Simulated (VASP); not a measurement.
A run of VASP 6.6.1 is set up as follows.

INCAR

```
SYSTEM = Ta6HN6F
PREC     = Accurate       ! precision mode
ENCUT    = 520            ! plane-wave cutoff, eV
EDIFF    = 1E-6           ! SCF threshold, eV
ISMEAR   = 0              ! smearing method
SIGMA    = 0.05           ! smearing width, eV
LREAL    = .False.        ! projectors in reciprocal space
LASPH    = .True.         ! aspherical terms in the spheres
NELM     = 80             ! most SCF steps
ALGO     = Normal         ! electronic algorithm
ISIF     = 2              ! what is computed and relaxed
LWAVE    = .False.        ! write WAVECAR
LCHARG   = .False.        ! write CHGCAR
GGA      = PE             ! functional
IVDW     = 12             ! dispersion correction
NBANDS   = 65             ! bands
```

The input KPOINTS:

```
Automatic mesh
0
Gamma
  2 2 1
  0 0 0
```

File POSCAR:

```
Ta6HN6F
1.0
    5.2084950000      0.0000000000      0.0000000000
   -2.6042480000      4.5106890000      0.0000000000
    0.0000000000      0.0000000000     16.3721220000
Ta N F H
6 6 1 1
Direct
    0.0000000000      0.0000000000      0.0610794374
    0.3342163722      0.6683074360      0.1357900338
    0.6674847361      0.3328611217      0.1362985812
   -0.0025599442     -0.0024719062      0.2366122119
    0.3318713301      0.6665587009      0.3176924775
    0.6533706356      0.3269591408      0.3172896586
    0.3923922361      0.0000000000      0.0610794374
    0.6076078602      0.6076078400      0.0610794374
    0.0000000956      0.3923921600      0.0610794374
    0.3869301342     -0.0033442784      0.2307899367
    0.6107818086      0.6096800289      0.2304983435
   -0.0046786101      0.3853801492      0.2337265139
   -0.0021492519      0.4529651678      0.4049349864
    0.4564327730      0.9977094408      0.3915087488
```

Potentials or basis: VASP PAW PBE potentials, release 64 (Ta_pv, N, F, H).

Command:

```sh
$ cat potpaw_PBE.64/Ta_pv/POTCAR potpaw_PBE.64/N/POTCAR potpaw_PBE.64/F/POTCAR potpaw_PBE.64/H/POTCAR > POTCAR
$ mpirun -np 1 vasp_std > vasp.out
```

Predict the band gap on the k mesh.

zero (bands 52 and 53 overlap by 0.16 eV).

Predict the dispersion energy per atom.

-0.241 eV.

Forces on the atoms (eV/Å):
```
Ta  -0.067 -0.031  0.201
Ta  -0.002 -0.007  0.065
Ta  -0.003  0.003  0.059
Ta   0.000  0.005  0.000
Ta   0.048  0.032  0.002
Ta  -0.046 -0.015  0.009
N   -2.401 -0.009 -0.212
N    1.252  2.054 -0.169
N    1.222 -2.017 -0.047
N    0.013 -0.002  0.002
N   -0.008 -0.012  0.002
N   -0.008  0.012 -0.004
F    0.001 -0.016  0.082
H   -0.001  0.002  0.009
```

Caveat: the k points lie up to 0.70 Å⁻¹ apart; there is no dipole correction, which matters where the two faces differ; spin-orbit coupling is left out, which moves the levels of the heavy elements.
